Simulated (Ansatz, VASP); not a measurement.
# One calculation of ScIn3As2, two programs

```
Sc In As
1.0
     5.70337    0.00000    0.00000
    -2.85169    4.93927    0.00000
     0.00000    0.00000    5.32833
Sc In As
1 3 2
Cartesian
  0.0000 0.0000 4.4376
  1.4258 2.4696 2.5317
  2.8517 0.0000 2.5317
  -1.4258 2.4696 2.5317
  2.8517 1.6464 5.1562
  0.0000 3.2928 5.1562
```

Alike in both runs: task single point; functional PBE; k mesh 12 × 12 × 8; occupations gaussian, width 0.1 eV; no spin polarisation.

```csv
,VASP,Ansatz
version,VASP 6.6.1,Ansatz 0.2.0
potentials or method,"VASP PAW PBE potentials, release 64 (Sc_sv, In_d, As), cutoff 500 eV","scalar-relativistic, plane waves, PAW"
valence electrons in the cell,60,80
```

|  | VASP | Ansatz | Ansatz less VASP |
| --- | --- | --- | --- |
| gap on the k mesh at the Fermi level (eV) | none | none | - |
| pressure (GPa) | 0.0 | 0.0 | -0.01 |

A gap of «none» marks a metal or a gap that the smearing closes. VASP's potentials hold 60 valence electrons a cell and Ansatz's 80, so a difference there can come from the potentials and not from the codes.
